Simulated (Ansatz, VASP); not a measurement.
# TiO2: VASP beside Ansatz

INCAR

```
PREC = Accurate ; ENCUT = 520
EDIFF = 1E-7 ; ISMEAR = 0
SIGMA = 0.05 ; LREAL = F
LASPH = T ; NELM = 150
ALGO = Normal ; ISIF = 2
LWAVE = F ; LCHARG = F
LMAXMIX = 4 ; LDAU = T
LDAUTYPE = 2 ; LDAUL = 2 -1
LDAUU = 4 0 ; LDAUJ = 0 0
LDAUPRINT = 1 ; GGA = PE
NBANDS = 33
```

Contents of KPOINTS:

```
Automatic mesh
0
Gamma
  6 6 10
```

Contents of POSCAR:

```
TiO2
1.0
    5.0116130050      0.0000000000      0.0000000000
    0.0000000000      5.0116130050      0.0000000000
    0.0000000000      0.0000000000      3.1266390186
Ti O
2 4
Direct
    0.0000000000      0.0000000000      0.0000000000
    0.5000000000      0.5000000000      0.5000000000
    0.3056475955      0.3056475955      0.0000000000
    0.1943524045      0.8056475955      0.5000000000
    0.6943524045      0.6943524045      0.0000000000
    0.8056475955      0.1943524045      0.5000000000
```

Input for Ansatz:

```yaml
crystal:
  lattice:
    - [5.011613005, 0.0, 0.0]
    - [0.0, 5.011613005, 0.0]
    - [0.0, 0.0, 3.1266390186]
  atoms:
    - { symbol: Ti, position: [0.0, 0.0, 0.0] }
    - { symbol: Ti, position: [0.5, 0.5, 0.5] }
    - { symbol: O, position: [0.3056475955, 0.3056475955, 0.0] }
    - { symbol: O, position: [0.1943524045, 0.8056475955, 0.5] }
    - { symbol: O, position: [0.6943524045, 0.6943524045, 0.0] }
    - { symbol: O, position: [0.8056475955, 0.1943524045, 0.5] }
basis:
  ecutwfc: 420
kpoints:
  mp_grid: { grid: [6, 6, 10] }
hamiltonian:
  xc: pbe
  hubbard: { sites: [{ species: Ti, l: d, u_eff: 4.0 }] }
scf:
  occupations: { method: gaussian, width: 0.05 }
output:
  forces: true
  stress: true
  eigenvalues: true
```

Change from the starting cell: strain +0.080 along x and y, +0.040 along z, atoms carried along.

Alike in both runs: task single point; functional PBE; k mesh 6 × 6 × 10; occupations gaussian, width 0.05 eV; no spin polarisation; Hubbard terms Ti d U = 4.0 eV.

|  | VASP | Ansatz |
| --- | --- | --- |
| version | VASP 6.6.1 | Ansatz 0.2.0 |
| potentials or method | VASP PAW PBE potentials, release 64 (Ti_sv, O), cutoff 520 eV | scalar-relativistic, plane waves, PAW |
| valence electrons in the cell | 48 | 48 |

|  | VASP | Ansatz | Ansatz less VASP |
| --- | --- | --- | --- |
| gap on the k mesh at the Fermi level (eV) | 1.82 | 1.77 | -0.043 |
| least direct gap on the mesh (eV) | 1.85 | 1.85 | -0.008 |
| pressure (GPa) | -25.8 | -27.4 | -1.66 |
| traceless stress, the component that is largest in VASP (GPa) | -0.83 | -0.79 | +0.034 |
| rms of the force components (eV/Å) | 0.378 | 0.443 | +0.0643 |

The programs project onto different local orbitals, so the same U acts differently, and such runs can settle in different states. Atom by atom the forces differ by 0.064 eV/Å (rms over components).
